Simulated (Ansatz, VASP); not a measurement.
## Two plane-wave programs on Ge

Contents of INCAR:

```
PREC = Accurate
ENCUT = 520
EDIFF = 1E-6
ISMEAR = -1
SIGMA = 0.1
LREAL = F
LASPH = T
NELM = 60
ALGO = Normal
ISIF = 2
LWAVE = F
LCHARG = F
GGA = B5
ALDAX = 1.0
AGGAX = 1.0
AGGAC = 1.0
ALDAC = 0.0
NBANDS = 36
```

KPOINTS

```
regular mesh
0
Gamma
  13 13 4
```

The input POSCAR:

```
Ge
1.0
    2.9924683752      0.0000000000      0.0000000000
   -1.4962341876      2.5915536329      0.0000000000
    0.0000000000      0.0000000000      9.8897635963
Ge
4
Direct
    1.0000000000      1.0000000000      0.0000000000
    1.0000000000      1.0000000000      0.5000000000
    0.3333333333      0.6666666667      0.2500000000
    0.6666666667      0.3333333333      0.7500000000
```

Input for Ansatz:

```yaml
crystal:
  lattice:
    - [2.9924683752, 0.0, 0.0]
    - [-1.4962341876, 2.5915536329, 0.0]
    - [0.0, 0.0, 9.8897635963]
  atoms:
    - { symbol: Ge, position: [1.0, 1.0, 0.0] }
    - { symbol: Ge, position: [1.0, 1.0, 0.5] }
    - { symbol: Ge, position: [0.3333333333, 0.6666666667, 0.25] }
    - { symbol: Ge, position: [0.6666666667, 0.3333333333, 0.75] }
hamiltonian:
  xc: blyp
  pseudopotentials:
    kind: paw
    azcp:
      Ge: "pseudopotentials/Ge.paw.azcp"
basis:
  ecutwfc: 420
  fft_grid_basis: typed
kpoints:
  mp_grid: { grid: [13, 13, 4], shift: [0, 0, 0] }
magnetization:
  spin_polarized: false
scf:
  occupations: { method: fermi_dirac, width: 0.1 }
  lower_state_search: "off"
output:
  stress: true
```

Alike in both runs: task single point; functional BLYP; k mesh 13 × 13 × 4; occupations fermi-dirac, width 0.1 eV; no spin polarisation.

|  | VASP | Ansatz |
| --- | --- | --- |
| version | VASP 6.6.1 | Ansatz 0.2.0 |
| potentials or method | VASP PAW PBE potentials, release 64 (Ge_d), cutoff 520 eV | plane waves (420 eV) with PAW, scalar-relativistic |
| valence electrons in the cell | 56 | 56 |

|  | VASP | Ansatz | Ansatz less VASP |
| --- | --- | --- | --- |
| pressure (GPa) | 7.7 | 7.7 | -0.05 |
| traceless stress, the component that is largest in VASP (GPa) | 0.66 | 0.66 | +0.002 |

VASP's potentials were made for PBE, not for BLYP.
